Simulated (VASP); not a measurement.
# Cu (I4/mmm) in VASP: a series of runs

Cu is run at these levels: PBE; tasks: single point.

Everything below comes from runs of VASP 6.6.1. Logs are shortened: lines on timing, memory, paths and dates and some standing lists are left out, and cuts for length are marked.

## 1. The cell of the first run

It takes space group I4/mmm (No. 139, tetragonal). Conventional cell: a = 2.761 Å, b = 2.761 Å, c = 3.326 Å, α = 90.00°, β = 90.00°, γ = 90.00°. Within 3.4 Å of Cu (site symmetry 4/mmm) lie 14 Cu at 2.56 to 3.33 Å.

## 2. Single point, PBE (strain +0.080 along x and y, -0.080 along z)

File INCAR:

```
SYSTEM = Cu
PREC = Accurate ; ENCUT = 520
EDIFF = 1E-6 ; ISMEAR = 0
SIGMA = 0.15 ; LREAL = .False.
LASPH = .True. ; NELM = 100
ALGO = Fast ; ISIF = 2
LWAVE = .False. ; LCHARG = .True.
GGA = PE ; LELF = .True.
LVHAR = .True. ; NBANDS = 12
```

File KPOINTS:

```
regular mesh
0
Gamma
  22 22 22
  0 0 0
```

File POSCAR:

```
Cu
1.0
    0.0000000000      1.9521000000      1.6629000000
    1.9521000000      0.0000000000      1.6629000000
    1.9521000000      1.9521000000      0.0000000000
Cu
1
Direct
    0.0000000000      0.0000000000      0.0000000000
```

Potentials or basis: VASP PAW PBE potentials, release 64 (Cu).

Launch:

```console
$ cat potpaw_PBE.64/Cu/POTCAR > POTCAR
$ mpirun -np 1 vasp_std > vasp.out
```

OUTCAR:

```text
SYSTEM = Cu
   PREC = Accurate
   ENCUT = 520
   EDIFF = 1E-6
   ISMEAR = 0
   LREAL = .False.
   LASPH = .True.
   NELM = 100
   ISIF = 2
   GGA = PE

 ion  position               nearest neighbor table
   1  0.000  0.000  0.000-

  LATTYP: Found a body centered tetragonal cell.
 ALAT       =     2.7606862951
 C/A-ratio  =     1.2047004420

  Lattice vectors:

 A1 = (   0.0000000000,  -1.9521000000,  -1.6629000000)
 A2 = (   0.0000000000,   1.9521000000,  -1.6629000000)
 A3 = (   1.9521000000,   0.0000000000,   1.6629000000)

Analysis of symmetry for initial positions (statically):
=====================================================================
 Subroutine PRICEL returns:
 Original cell was already a primitive cell.

 Routine SETGRP: Setting up the symmetry group for a
 body centered tetragonal supercell.

 Subroutine GETGRP returns: Found 16 space group operations
 (whereof 16 operations were pure point group operations)
 out of a pool of 16 trial point group operations.

The static configuration has the point symmetry D_4h.

Analysis of symmetry for dynamics (positions and initial velocities):
=====================================================================
 Subroutine PRICEL returns:
 Original cell was already a primitive cell.

 Routine SETGRP: Setting up the symmetry group for a
 body centered tetragonal supercell.

 Subroutine GETGRP returns: Found 16 space group operations
 (whereof 16 operations were pure point group operations)
 out of a pool of 16 trial point group operations.

The dynamic configuration has the point symmetry D_4h.

 Subroutine INISYM returns: Found 16 space group operations
 (whereof 16 operations are pure point group operations),
 and found     1 'primitive' translations

----------------------------------------------------------------------------------------

                                     Primitive cell

  volume of cell :      12.6736

  direct lattice vectors                    reciprocal lattice vectors
     0.000000000  1.952100000  1.662900000    -0.256134419  0.256134419  0.300679536
     1.952100000  0.000000000  1.662900000     0.256134419 -0.256134419  0.300679536
     1.952100000  1.952100000  0.000000000     0.256134419  0.256134419 -0.300679536

  length of vectors
     2.564357779  2.564357779  2.760686295     0.470763066  0.470763066  0.470763066

  position of ions in fractional coordinates (direct lattice)
     0.000000000  0.000000000  0.000000000

  ion indices of the primitive-cell ions
   primitive index   ion index
                 1           1

----------------------------------------------------------------------------------------

 KPOINTS: regular mesh

Automatic generation of k-mesh.
 Grid dimensions read from file:
 generate k-points for:   22   22   22

 Generating k-lattice:

  Cartesian coordinates                     Fractional coordinates (reciprocal lattice)
    -0.011642474  0.011642474  0.013667252     0.045454545  0.000000000  0.000000000
     0.011642474 -0.011642474  0.013667252     0.000000000  0.045454545  0.000000000
     0.011642474  0.011642474 -0.013667252     0.000000000  0.000000000  0.045454545

  Length of vectors
     0.021398321  0.021398321  0.021398321

  Shift w.r.t. Gamma in fractional coordinates (k-lattice)
     0.000000000  0.000000000  0.000000000

 Subroutine IBZKPT returns following result:
 ===========================================

 Found    834 irreducible k-points:

 Following reciprocal coordinates:
            Coordinates               Weight
  0.000000  0.000000  0.000000      1.000000
  0.045455  0.000000  0.000000      8.000000
  0.090909  0.000000  0.000000      8.000000
  0.136364  0.000000  0.000000      8.000000
  0.181818  0.000000  0.000000      8.000000
  0.227273 -0.000000  0.000000      8.000000
[... 16 lines left out ...]
  0.500000  0.045455  0.000000      8.000000
 -0.454545  0.045455  0.000000      8.000000
 [... further k-points ...]
   k-points           NKPTS =    834   k-points in BZ     NKDIM =    834   number of bands    NBANDS=     12
   number of dos      NEDOS =    301   number of ions     NIONS =      1
   total plane-waves  NPLWV =   9600
   dimension x,y,z NGX =    20 NGY =   20 NGZ =   24
   dimension x,y,z NGXF=    40 NGYF=   40 NGZF=   48
   ions per type =               1
   NGX,Y,Z   is equivalent  to a cutoff of  12.97, 12.97, 14.45 a.u.
   NGXF,Y,Z  is equivalent  to a cutoff of  25.93, 25.93, 28.91 a.u.
 SYSTEM =  Cu
   PREC   = accura    normal or accurate (medium, high low for compatibility)
   ISTART =      0    job   : 0-new  1-cont  2-samecut
   ICHARG =      2    charge: 1-file 2-atom 10-const
   ISPIN  =      1    spin polarized calculation?
   LNONCOLLINEAR =      F non collinear calculations
   LSORBIT =      F    spin-orbit coupling
   LASPH  =      T    aspherical Exc in radial PAW
   ENCUT  =  520.0 eV  38.22 Ry    6.18 a.u.   4.77  4.77  5.13*2*pi/ulx,y,z
   NELM   =    100;   NELMIN=  2; NELMDL= -5     # of ELM steps
   EDIFF  = 0.1E-05   stopping-criterion for ELM
   LREAL  =      F    real-space projection
   EDIFFG = 0.1E-04   stopping-criterion for IOM
   NSW    =      0    number of steps for IOM
   IBRION =     -1    ionic relax: 0-MD 1-quasi-New 2-CG
   NFREE  =      0    steps in history (QN), initial steepest desc. (CG)
   ISIF   =      2    stress and relaxation
   ISYM   =      2    0-nonsym 1-usesym 2-fastsym
   POTIM  = 0.5000    time-step for ionic-motion
   TEBEG  =    0.0;   TEEND  =   0.0 temperature during run
   PSTRESS=    0.0 pullay stress
   NELECT =      11.0000    total number of electrons
   NUPDOWN=      -1.0000    fix difference up-down
   EMIN   =  10.00;   EMAX   =-10.00  energy-range for DOS
   EFERMI =   0.00;   METHOD = LEGACY
   ISMEAR =     0;   SIGMA  =   0.15  broadening in eV -4-tet -1-fermi 0-gaus
   EFERMI_NEDOS =   21; number of points for ismear=-14 and -15
   IALGO  =     68    algorithm
   IMIX   =      4    mixing-type and parameters
     AMIX     =   0.40;   BMIX     =  1.00
     AMIX_MAG =   1.60;   BMIX_MAG =  1.00
  volume/ion in A,a.u.               =      12.67        85.53
  Fermi-wavevector in a.u.,A,eV,Ry     =   1.561609  2.951013 33.179477  2.438623
  Thomas-Fermi vector in A             =   2.664649
   LORBIT       =      0    0 simple, 1 ext, 2 COOP (PROOUT), +10 PAW based schemes
   GGA     = PE    functional components
   LHFCALC =     F    Hartree Fock is set to
   AEXX    =    0.0000 exact exchange contribution
   IVDW    =     0    specifies the selected vdW correction
   LEPSILON=     F    determine dielectric tensor
   LRPA    =     F    only Hartree local field effects (RPA)
 non-spin polarized calculation
 RMM-DIIS sequential band-by-band and
 Gauss-broadening in eV      SIGMA  =   0.15
  energy-cutoff  :      520.00
  volume of cell :       12.67
 maximum number of plane-waves:       354
   NGX =  9   NGY =  9   NGZ = 11

 number of electron      10.9999993 magnetization

 Free energy of the ion-electron system (eV)
  ---------------------------------------------------
  ext. energy  EPLUGINS =         0.00000000
  ---------------------------------------------------
  free energy    TOTEN  =        -3.69692684 eV

  energy without entropy =       -3.69271395  energy(sigma->0) =       -3.69482039

 E-fermi :   6.7361     XC(G=0): -12.3214

 val. band max:        6.7309542327   @ k =  -0.2273   0.2727   0.2273
 cond. band min:       6.7410495013   @ k =   0.5000   0.2727   0.2273
 fundamental gap:      0.0100952686
 Fermi energy:         6.7361231578

 k-point     1 :       0.0000    0.0000    0.0000
  band No.  band energies     occupation
      1      -2.0813      2.00000
      2       3.7766      2.00000
      3       3.7766      2.00000
      4       4.2935      2.00000
      5       4.3619      2.00000
      6       4.8815      2.00000
      7      29.2566      0.00000
      8      31.0005      0.00000
      9      31.0005      0.00000
     10      31.5305      0.00000
     11      33.4603      0.00000
     12      33.8088      0.00000

 k-point     2 :       0.0455    0.0000    0.0000
  band No.  band energies     occupation
      1      -2.0087      2.00000
      2       3.7762      2.00000
      3       3.7886      2.00000
      4       4.2944      2.00000
      5       4.3589      2.00000
      6       4.8735      2.00000
      7      28.7248      0.00000
      8      30.1796      0.00000
      9      30.6915      0.00000
     10      31.1827      0.00000
     11      33.8727      0.00000
     12      34.1559      0.00000

 k-point     3 :       0.0909    0.0000    0.0000
  band No.  band energies     occupation
      1      -1.7926      2.00000
      2       3.7720      2.00000
      3       3.8172      2.00000
      4       4.3043      2.00000
      5       4.3529      2.00000
      6       4.8520      2.00000
      7      26.7997      0.00000
      8      29.6045      0.00000
      9      30.0408      0.00000
     10      30.8596      0.00000
     11      34.2275      0.00000
     12      34.4236      0.00000
[... 286 lines left out ...]
 k-point    23 :       0.5000    0.0455    0.0000
  band No.  band energies     occupation
      1       2.1038      2.00000
      2       3.5762      2.00000
      3       4.2375      2.00000
      4       4.8118      2.00000
      5       5.3132      2.00000
      6       6.2796      1.99998
      7      10.3169      0.00000
      8      24.9134      0.00000
      9      25.3236      0.00000
     10      29.5752      0.00000
     11      30.9148      0.00000
     12      32.4723      0.00000

 k-point    24 :      -0.4545    0.0455    0.0000
  band No.  band energies     occupation
      1       2.0781      2.00000
      2       3.5815      2.00000
      3       4.2230      2.00000
      4       4.8277      2.00000
      5       5.2786      2.00000
      6       6.0298      2.00000
      7      10.6927      0.00000
      8      25.1772      0.00000
      9      25.4560      0.00000
     10      29.4303      0.00000
     11      30.2964      0.00000
     12      32.4237      0.00000

 [... further k-points ...]

------------------------ aborting loop because EDIFF is reached ----------------------------------------

  FORCE on cell =-STRESS in cart. coord.  units (eV):
  Direction    XX          YY          ZZ          XY          YZ          ZX
  --------------------------------------------------------------------------------------
  -------------------------------------------------------------------------------------
  Total       -0.5538898     -0.5538898     -0.3294390      0.0000000     -0.0000000     -0.0000000
  in kB      -70.0218694    -70.0218694    -41.6471549      0.0000000     -0.0000000     -0.0000000
  external PRESSURE =     -60.5636313 kB  Pullay stress =       0.0000000 kB

 VOLUME and BASIS-vectors are now :
 -----------------------------------------------------------------------------
  energy-cutoff  :      520.00
  volume of cell :       12.67
      direct lattice vectors                 reciprocal lattice vectors
     0.000000000  1.952100000  1.662900000    -0.256134419  0.256134419  0.300679536
     1.952100000  0.000000000  1.662900000     0.256134419 -0.256134419  0.300679536
     1.952100000  1.952100000  0.000000000     0.256134419  0.256134419 -0.300679536

 POSITION                                       TOTAL-FORCE (eV/Angst)
 -----------------------------------------------------------------------------------
      0.00000      0.00000      0.00000         0.000000     -0.000000      0.000000
 -----------------------------------------------------------------------------------
    total drift:                                0.000000     -0.000000      0.000000

  FREE ENERGIE OF THE ION-ELECTRON SYSTEM (eV)
  ---------------------------------------------------
  free  energy   TOTEN  =        -3.6969268359 eV

  energy  without entropy=       -3.6927139457  energy(sigma->0) =       -3.69482039
```

Run time: 54 s. Hardware: 1 thread of Intel Xeon 6975P-C (Granite Rapids), shared host; peak memory 0.23 GiB.

Results:

```yaml
Free_energy: -3.6969 eV
Pressure: -6.1 GPa
```

Levels at points of the mesh, in eV from the Fermi level:
| k point | band 3 | band 4 | band 5 | band 6 | band 7 | band 8 | band 9 | band 10 |
| --- | --- | --- | --- | --- | --- | --- | --- | --- |
| (0.00, 0.00, 0.00) | -2.96 | -2.44 | -2.37 | -1.85 | 22.52 | 24.26 | 24.26 | 24.79 |
| (0.50, 0.00, 0.00) | -2.46 | -1.73 | -1.42 | -0.71 | 3.54 | 18.72 | 18.74 | 22.21 |
| (0.50, 0.50, 0.00) | -1.56 | -1.43 | -1.43 | 4.05 | 9.57 | 10.26 | 10.26 | 14.99 |
| (0.50, 0.00, 0.50) | -1.67 | -1.66 | -1.31 | 0.56 | 5.34 | 13.96 | 14.23 | 18.18 |

Caveat: the cell differs from its parent crystal (strain +0.080 along x and y, -0.080 along z).

## 3. Single point, PBE (strain +0.080 along x and y, +0.000 along z)

File INCAR:

```
ALGO = Normal
EDIFF = 1E-6
ENCUT = 520
GGA = PE
ISIF = 2
ISMEAR = 0
LASPH = True
LCHARG = False
LREAL = False
LWAVE = False
NBANDS = 12
NELM = 60
PREC = Accurate
SIGMA = 0.15
```

File KPOINTS:

```
k-points
0
Gamma
  22 22 22
```

File POSCAR:

```
Cu
1.0
    0.0000000000      1.9521000000      1.8075000000
    1.9521000000      0.0000000000      1.8075000000
    1.9521000000      1.9521000000      0.0000000000
Cu
1
Direct
    0.0000000000      0.0000000000      0.0000000000
```

Potentials or basis: VASP PAW PBE potentials, release 64 (Cu).

Launch:

```console
$ cat potpaw_PBE.64/Cu/POTCAR > POTCAR
$ mpirun -np 1 vasp_std > vasp.out
```

Run time: 43 s. Hardware: 1 thread of Intel Xeon 6975P-C (Granite Rapids), shared host; peak memory 0.24 GiB.

The run converged. Its results:

| Property | Result |
| --- | --- |
| Free energy | -3.6403 eV |
| Pressure | -13.1 GPa |

Stress tensor (GPa, compression positive):
```
-13.84   0.00   0.00
  0.00 -13.84   0.00
  0.00   0.00 -11.70
```

Levels at points of the mesh, in eV from the Fermi level:
| k point | band 3 | band 4 | band 5 | band 6 | band 7 | band 8 | band 9 | band 10 |
| --- | --- | --- | --- | --- | --- | --- | --- | --- |
| (0.00, 0.00, 0.00) | -2.68 | -2.41 | -2.10 | -1.83 | 21.45 | 22.90 | 22.90 | 22.95 |
| (0.50, 0.00, 0.00) | -2.47 | -1.57 | -1.44 | -0.56 | 3.07 | 18.68 | 18.93 | 22.06 |
| (0.50, 0.50, 0.00) | -1.52 | -1.38 | -1.38 | 2.64 | 7.39 | 10.87 | 10.87 | 15.19 |
| (0.50, 0.00, 0.50) | -1.53 | -1.49 | -1.32 | 1.15 | 5.49 | 12.45 | 12.67 | 16.60 |

Caveat: the cell differs from its parent crystal (strain +0.080 along x and y, +0.000 along z).
